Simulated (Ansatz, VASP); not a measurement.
## HfO2: VASP beside Ansatz

Contents of INCAR:

```
SYSTEM = HfO2
PREC = Accurate
ENCUT = 520
EDIFF = 1E-8
ISMEAR = -1
SIGMA = 0.02
LREAL = .False.
LASPH = .True.
NELM = 80
ALGO = Normal
ISIF = 2
LWAVE = .False.
LCHARG = .False.
GGA = PE
LEFG = .True.
NBANDS = 56
```

KPOINTS

```
regular mesh
0
Gamma
  4 4 4
  0 0 0
```

Contents of POSCAR:

```
HfO2
1.0
    5.1180000000      0.0000000000      0.0000000000
    0.0000000000      5.1857000000      0.0000000000
   -0.8586630598      0.0000000000      5.2138671406
Hf O
4 8
Direct
    0.2767007731      0.0418824066      0.2081292236
    0.7232992269      0.5418824066      0.2918707764
    0.7232992269      0.9581175934      0.7918707764
    0.2850084493      0.4467208678      0.7224755808
    0.4465502579      0.7583828045      0.4802713727
    0.5534497421      0.2583828045      0.0197286273
    0.5534497421      0.2416171955      0.5197286273
    0.4465502579      0.7416171955      0.9802713727
    0.0726417556      0.3392506153      0.3389491494
    0.9273582444      0.8392506153      0.1610508506
    0.9273582444      0.6607493847      0.6610508506
    0.0726417556      0.1607493847      0.8389491494
```

Input for Ansatz:

```yaml
crystal:
  lattice:
    - [5.118, 0.0, 0.0]
    - [0.0, 5.1857, 0.0]
    - [-0.8586630598, 0.0, 5.2138671406]
  atoms:
    - { symbol: Hf, position: [0.2767007731, 0.0418824066, 0.2081292236] }
    - { symbol: Hf, position: [0.7232992269, 0.5418824066, 0.2918707764] }
    - { symbol: Hf, position: [0.7232992269, 0.9581175934, 0.7918707764] }
    - { symbol: Hf, position: [0.2850084493, 0.4467208678, 0.7224755808] }
    - { symbol: O, position: [0.4465502579, 0.7583828045, 0.4802713727] }
    - { symbol: O, position: [0.5534497421, 0.2583828045, 0.0197286273] }
    - { symbol: O, position: [0.5534497421, 0.2416171955, 0.5197286273] }
    - { symbol: O, position: [0.4465502579, 0.7416171955, 0.9802713727] }
    - { symbol: O, position: [0.0726417556, 0.3392506153, 0.3389491494] }
    - { symbol: O, position: [0.9273582444, 0.8392506153, 0.1610508506] }
    - { symbol: O, position: [0.9273582444, 0.6607493847, 0.6610508506] }
    - { symbol: O, position: [0.0726417556, 0.1607493847, 0.8389491494] }
kpoints:
  mp_grid: { grid: [4, 4, 4] }
scf:
  occupations: { method: fermi_dirac, width: 0.02 }
hamiltonian:
  xc: pbe
  pseudopotentials: { kind: paw, frozen_core: stored }
output:
  forces: true
  stress: true
  populations: true
  efg: { quadrupole_moments_barn: { Hf: 3.365, O: -0.02558 } }
```

Alike in both runs: task electric field gradients; functional PBE; k mesh 4 × 4 × 4; occupations fermi-dirac, width 0.02 eV; no spin polarisation.

|  | VASP | Ansatz |
| --- | --- | --- |
| version | VASP 6.6.1 | Ansatz 0.2.0 |
| potentials or method | VASP PAW PBE potentials, release 64 (Hf_pv, O) | plane-wave PAW, scalar-relativistic |
| plane-wave cutoff (eV) | 520 | 420 |
| valence electrons in the cell | 88 | 152 |

Ansatz gave:

- gap on the k mesh at the Fermi level (eV): 3.98
- pressure (GPa): 5.0
- traceless stress, the component that is largest in VASP (GPa): 1.18
- rms of the force components (eV/Å): 0.430
- size of Vzz on the site where it differs most (V/Å²): 149.3

Which values does VASP return?

gap on the k mesh at the Fermi level (eV): 3.94; pressure (GPa): 1.8; traceless stress, the component that is largest in VASP (GPa): 1.18; rms of the force components (eV/Å): 0.433; size of Vzz on the site where it differs most (V/Å²): 131.4.

Atom by atom the forces differ by 0.034 eV/Å (rms over components). VASP's potentials hold 88 valence electrons a cell and Ansatz's 152, so a difference there can come from the potentials and not from the codes.

Spin-orbit coupling is off throughout.
